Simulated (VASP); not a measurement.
Runs of VASP 6.6.1 on B5W. The structure is that of space group P6/mmm (No. 191), or close to it. The cells are those of the table. The cell was built from a structure type or drawn by symmetry, and may not be a known phase.

```csv
task,cell,k mesh,cutoff (eV),gap on the mesh (eV),pressure (GPa),relaxed volume (Å³/atom)
single point,"a = 4.131, b = 4.131, c = 2.981 Å, angles 90.0, 90.0, 120.0°, 6 atoms",6 × 6 × 6,520,none,(a),-
relaxation of cell and atoms,"relaxed from a = 4.131, b = 4.131, c = 2.981 Å, angles 90.0, 90.0, 120.0°, 6 atoms",12 × 12 × 12,600,none,-0.1,7.36
relaxation of cell and atoms,"relaxed from a = 4.357, b = 4.357, c = 3.530 Å, angles 90.0, 90.0, 120.0°, 6 atoms",6 × 6 × 6,600,none,0.0,7.35
single point,"a = 4.150, b = 4.150, c = 2.958 Å, angles 90.0, 90.0, 120.0°, 6 atoms",12 × 12 × 12,520,none,0.3,-
single point,"a = 4.357, b = 4.357, c = 3.530 Å, angles 90.0, 90.0, 120.0°, 6 atoms",6 × 6 × 6,520,none,(b),-
```

Alike in all rows: level PBE; potentials or basis VASP PAW PBE potentials, release 64 (B, W_sv); no spin polarisation; smearing gaussian 0.1 eV.

Estimate the missing entries.

(a) 0.2; (b) -45.5.

Caveats: spin-orbit coupling is left out, which moves the levels of the heavy elements; the volume moved by over 15 % at a fixed basis, so the end points are rough (at least some runs); the cell stands under tension (at least some runs).

A k mesh can miss the band edges, and the runs leave out spin-orbit coupling on W.

A gap of «none» marks levels without a gap at the run's occupations.
